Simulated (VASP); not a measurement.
# SrO (Pm-3m) in VASP: further runs, part 2 of 2

VASP 6.6.1.

**3. Single point, PBE**

Contents of INCAR:

```
PREC     = Accurate       # precision mode
ENCUT    = 520            # plane-wave cutoff, eV
EDIFF    = 1E-6           # SCF threshold, eV
ISMEAR   = 0              # smearing method
SIGMA    = 0.01           # smearing width, eV
LREAL    = F              # projectors in reciprocal space
LASPH    = T              # aspherical terms in the spheres
NELM     = 100            # most SCF steps
ALGO     = Normal         # electronic algorithm
ISIF     = 2              # what is computed and relaxed
LWAVE    = F              # write WAVECAR
LCHARG   = F              # write CHGCAR
GGA      = PE             # functional
NBANDS   = 15             # bands
```

Contents of KPOINTS:

```
Automatic mesh
0
Gamma
  6 6 6
```

Contents of POSCAR:

```
SrO
1.0
    3.1028650671      0.0000000000      0.0000000000
    0.0000000000      3.1028650671      0.0000000000
    0.0000000000      0.0000000000      3.1028650671
Sr O
1 1
Direct
    0.0000000000      0.0000000000      0.0000000000
    0.5000000000      0.5000000000      0.5000000000
```

Potentials or basis: VASP PAW PBE potentials, release 64 (Sr_sv, O).

The run is started by

```console
cat potpaw_PBE.64/Sr_sv/POTCAR potpaw_PBE.64/O/POTCAR > POTCAR
mpirun -np 1 vasp_std > vasp.out
```

Wall time 9.8 s (1 thread of AMD EPYC 7R13, shared host); peak memory 0.14 GiB.

It converged, with:

| Quantity | Value |
| --- | --- |
| Free energy | -11.2102 eV |
| Pressure | 3.6 GPa |
| Band gap on the k mesh | 2.75 eV, indirect (least direct gap 2.81 eV) |

Levels at points of the mesh, in eV from the valence-band top:
```tsv
k point	band 4	band 5	band 6	band 7	band 8	band 9	band 10	band 11	band 12	band 13
(0.00, 0.00, 0.00)	-15.06	-15.06	-0.06	-0.06	-0.06	2.75	2.75	4.71	10.56	10.56
(0.50, 0.00, 0.00)	-14.85	-13.91	-2.98	-0.66	-0.66	3.90	7.40	9.35	9.35	10.49
(0.50, 0.50, 0.00)	-15.35	-14.69	-1.22	-1.22	0.00	4.18	4.58	7.58	7.58	13.02
(0.50, 0.50, 0.50)	-16.16	-14.98	-2.97	-2.97	-2.97	8.32	8.32	8.32	13.31	13.76
```

A k mesh can miss the band edges.

**4. Single point, r2SCAN**

POSCAR is that of step 3.

Contents of INCAR.step1:

```
SYSTEM = SrO
PREC = Accurate
ENCUT = 520
ISMEAR = 0
SIGMA = 0.01
LREAL = .FALSE.
LASPH = .TRUE.
NELM = 100
NBANDS = 15
GGA = PE
ALGO = Normal
EDIFF = 1E-4
LWAVE = .TRUE.
LCHARG = .FALSE.
```

Contents of INCAR.step2:

```
SYSTEM = SrO
PREC = Accurate
ENCUT = 520
EDIFF = 1E-6
ISMEAR = 0
SIGMA = 0.01
LREAL = .FALSE.
LASPH = .TRUE.
NELM = 100
ALGO = Normal
ISIF = 2
LWAVE = .FALSE.
LCHARG = .FALSE.
METAGGA = R2SCAN
LMIXTAU = .TRUE.
NBANDS = 15
ISTART = 1
```

Contents of KPOINTS:

```
Automatic mesh
0
G
  6 6 6
  0 0 0
```

Potentials or basis: VASP PAW PBE potentials, release 64 (Sr_sv, O).

The run is started by

```console
cat potpaw_PBE.64/Sr_sv/POTCAR potpaw_PBE.64/O/POTCAR > POTCAR
cp INCAR.step1 INCAR
mpirun -np 1 vasp_std > vasp.out
cp INCAR.step2 INCAR
mpirun -np 1 vasp_std > vasp.out
```

OUTCAR:

```text
SYSTEM = SrO
   PREC = Accurate
   ENCUT = 520
   EDIFF = 1E-6
   ISMEAR = 0
   LREAL = .FALSE.
   LASPH = .TRUE.
   NELM = 100
   ISIF = 2
   METAGGA = R2SCAN
   ISTART = 1

 ion  position               nearest neighbor table
   1  0.000  0.000  0.000-   2 2.69   2 2.69   2 2.69   2 2.69   2 2.69   2 2.69   2 2.69   2 2.69

   2  0.500  0.500  0.500-   1 2.69   1 2.69   1 2.69   1 2.69   1 2.69   1 2.69   1 2.69   1 2.69

  LATTYP: Found a simple cubic cell.
 ALAT       =     3.1028650671

  Lattice vectors:
[... 543 lines left out ...]

  FORCE on cell =-STRESS in cart. coord.  units (eV):
  Direction    XX          YY          ZZ          XY          YZ          ZX
  --------------------------------------------------------------------------------------
  -------------------------------------------------------------------------------------
  Total        0.1413144      0.1413144      0.1413144      0.0000000     -0.0000000     -0.0000000
  in kB        7.5789386      7.5789386      7.5789386      0.0000000     -0.0000000     -0.0000000
  external PRESSURE =       7.5789386 kB  Pullay stress =       0.0000000 kB

 VOLUME and BASIS-vectors are now :
 -----------------------------------------------------------------------------
  energy-cutoff  :      520.00
  volume of cell :       29.87
      direct lattice vectors                 reciprocal lattice vectors
     3.102865067  0.000000000  0.000000000     0.322282787  0.000000000  0.000000000
     0.000000000  3.102865067  0.000000000     0.000000000  0.322282787  0.000000000
     0.000000000  0.000000000  3.102865067     0.000000000  0.000000000  0.322282787

 POSITION                                       TOTAL-FORCE (eV/Angst)
 -----------------------------------------------------------------------------------
      0.00000      0.00000      0.00000         0.000000      0.000000      0.000000
      1.55143      1.55143      1.55143         0.000000      0.000000      0.000000
 -----------------------------------------------------------------------------------
    total drift:                                0.000000      0.000000     -0.000000

  FREE ENERGIE OF THE ION-ELECTRON SYSTEM (eV)
  ---------------------------------------------------
  free  energy   TOTEN  =       -26.2866980471 eV

  energy  without entropy=      -26.2866980471  energy(sigma->0) =      -26.28669805
```

OUTCAR.step1:

```text
SYSTEM = SrO
   PREC = Accurate
   ENCUT = 520
   ISMEAR = 0
   LREAL = .FALSE.
   LASPH = .TRUE.
[... 576 lines left out ...]
      0.00000      0.00000      0.00000         0.000000      0.000000      0.000000
      1.55143      1.55143      1.55143         0.000000      0.000000      0.000000
 -----------------------------------------------------------------------------------
    total drift:                                0.000000      0.000000     -0.000000

  FREE ENERGIE OF THE ION-ELECTRON SYSTEM (eV)
  ---------------------------------------------------
  free  energy   TOTEN  =       -11.2101406352 eV

  energy  without entropy=      -11.2101406352  energy(sigma->0) =      -11.21014064
```

It took 44 s on 1 thread of AMD EPYC 7R13, shared host; peak memory 0.15 GiB.

What came out:

```
Free energy            : -26.2867 eV
Pressure               : 0.8 GPa
Band gap on the k mesh : 3.24 eV, indirect (least direct gap 3.30 eV)
```

Levels at points of the mesh, in eV from the valence-band top:
```tsv
k point	band 4	band 5	band 6	band 7	band 8	band 9	band 10	band 11	band 12	band 13
(0.00, 0.00, 0.00)	-15.62	-15.62	-0.06	-0.06	-0.06	3.24	3.24	5.63	11.16	11.16
(0.50, 0.00, 0.00)	-15.41	-14.68	-2.92	-0.66	-0.66	4.39	8.08	10.00	10.00	11.45
(0.50, 0.50, 0.00)	-16.32	-15.25	-1.24	-1.24	0.00	4.78	5.18	8.18	8.18	13.56
(0.50, 0.50, 0.50)	-16.70	-15.96	-2.97	-2.97	-2.97	9.01	9.01	9.01	13.85	13.85
```

Caveat: the PAW data sets were made with another functional, which shifts forces and pressure a little. A k mesh can miss the band edges.
